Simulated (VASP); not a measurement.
Input of a VASP 6.6.1 run:

INCAR

```
PREC     = Accurate       # precision mode
ENCUT    = 1300           # plane-wave cutoff, eV
EDIFF    = 1E-6           # SCF threshold, eV
ISMEAR   = 0              # smearing method
SIGMA    = 0.15           # smearing width, eV
LREAL    = F              # projectors in reciprocal space
LASPH    = T              # aspherical terms in the spheres
NELM     = 120            # most SCF steps
ALGO     = Normal         # electronic algorithm
ISIF     = 2              # what is computed and relaxed
LWAVE    = F              # write WAVECAR
LCHARG   = T              # write CHGCAR
GGA      = PS             # functional
LELF     = T              # ELF
LVHAR    = T            
NBANDS   = 16             # bands
GGA_COMPAT= F
```

File KPOINTS:

```
Automatic mesh
0
Gamma
  18 18 16
```

POSCAR

```
WC
1.0
    2.8424914073      0.0000000000      0.0000000000
   -1.4212457036      2.5621460858      0.0000000000
    0.0000000000      0.0000000000      2.8290000000
W C
1 1
Direct
    0.0000000000      0.0000000000      0.0000000000
    0.6666666667      0.3333333333      0.5000000000
```

Potentials or basis: VASP PAW PBE potentials, release 64 (W_sv, C_h).

Command:

```bash
$ cat potpaw_PBE.64/W_sv/POTCAR potpaw_PBE.64/C_h/POTCAR > POTCAR
$ mpirun -np 1 vasp_std > vasp.out
```

(1) Estimate the band gap on the k mesh.

(2) Predict the largest force.

Answers

(1) zero (bands 9 and 10 overlap by 1.35 eV).

(2) 0.209 eV/Å.

Caveat: the cell differs from its parent crystal (strain -0.0200 x Voigt [1, -1, 0, 0, 0, 0]); the PAW data sets were made with another functional, which shifts forces and pressure a little; spin-orbit coupling is left out, which moves the levels of the heavy elements.
